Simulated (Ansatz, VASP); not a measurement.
**One calculation of HgTe, two programs**

```
CELL_PARAMETERS angstrom
0.00000 3.26399 3.26399
3.26399 0.00000 3.26399
3.26399 3.26399 0.00000
ATOMIC_POSITIONS crystal
Hg 0.00000 0.00000 0.00000
Te 0.25000 0.25000 0.25000
```

Alike in both runs: functional r2SCAN; k mesh 9 × 9 × 9; occupations fermi-dirac, width 0.1 eV; no spin polarisation.

Ansatz relaxed the structure, and its values are those at the end. VASP's run is a single point on that final structure, the one shown.

|  | VASP | Ansatz |
| --- | --- | --- |
| version | VASP 6.6.1 | Ansatz 0.2.0 |
| potentials or method | VASP PAW PBE potentials, release 64 (Hg, Te), cutoff 520 eV | PAW plane waves |
| valence electrons in the cell | 18 | 36 |

```tsv
	VASP	Ansatz	Ansatz less VASP
pressure (GPa)	0.9	0.9	-0.05
```

VASP's potentials were made for PBE, not for r2SCAN. VASP's potentials hold 18 valence electrons a cell and Ansatz's 36, so a difference there can come from the potentials and not from the codes. Ansatz's warnings: stress scf threshold loose.

Neither program's run includes spin-orbit coupling.
